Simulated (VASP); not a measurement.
Input of a VASP 6.6.1 run:

The input INCAR:

```
ALGO = Normal
EDIFF = 1E-6
ENCUT = 520
GGA = PE
ISIF = 2
ISMEAR = 0
IVDW = 12
LASPH = T
LCHARG = F
LREAL = Auto
LWAVE = F
NBANDS = 48
NELM = 100
PREC = Accurate
SIGMA = 0.05
```

Contents of KPOINTS:

```
k-points
0
Gamma
  2 2 2
```

Contents of POSCAR:

```
Si
1.0
    0.0000000000      5.4300000000      5.4300000000
    5.4300000000      0.0000000000      5.4300000000
    5.4300000000      5.4300000000      0.0000000000
Si
17
Direct
   -0.0021285451      0.0136186004     -0.0096826888
    0.1111015654      0.1269383978      0.1350006446
   -0.0260026703      0.0095744936      0.5067914365
    0.1152411602      0.1506439227      0.6185290055
   -0.0021395028      0.4981728361     -0.0096783610
    0.1441440147      0.6444469613      0.0669370166
    0.0180550645      0.5183429098      0.4452051565
    0.1152407919      0.6155251381      0.6185352670
    0.4802353591     -0.0194460405      0.0586605893
    0.6266388582      0.1269445672      0.1349976059
    0.5092928177      0.0095764273      0.5067891344
    0.6063451197      0.1066298343      0.6803353591
    0.5133162983      0.4981778085     -0.0096807551
    0.6266255985      0.6114171271      0.1350047882
    0.5092889503      0.4742819521      0.5067942910
    0.6503565378      0.6155254144      0.6185322284
    0.3123449355      0.8126296501      0.5623362799
```

Potentials or basis: VASP PAW PBE potentials, release 64 (Si).

Launch:

```bash
$ cat potpaw_PBE.64/Si/POTCAR > POTCAR
$ mpirun -np 1 vasp_std > vasp.out
```

Q: What does it give for the largest force?

A: 0.008 eV/Å.

Q: Predict the band gap on the k mesh.

A: 0.05 eV.

Q: What does it give for the dispersion energy per atom?

A: -0.332 eV.

Q: Estimate the pressure.

A: 1.8 GPa.

Forces in eV/Å, atoms in the order of the input:
```
Si  -0.002  0.000 -0.001
Si   0.000  0.001  0.001
Si   0.000  0.007  0.000
Si  -0.007 -0.001  0.000
Si   0.001  0.000  0.002
Si   0.000  0.002 -0.001
Si   0.002  0.003 -0.002
Si   0.000 -0.001  0.007
Si   0.000  0.000 -0.001
Si   0.000  0.000 -0.001
Si   0.000  0.000 -0.008
Si  -0.003 -0.004  0.003
Si   0.001 -0.002 -0.001
Si   0.000  0.000  0.000
Si   0.008  0.000  0.000
Si   0.000 -0.006  0.000
Si   0.000  0.001  0.001
```

Caveat: the k points lie up to 0.50 Å⁻¹ apart.
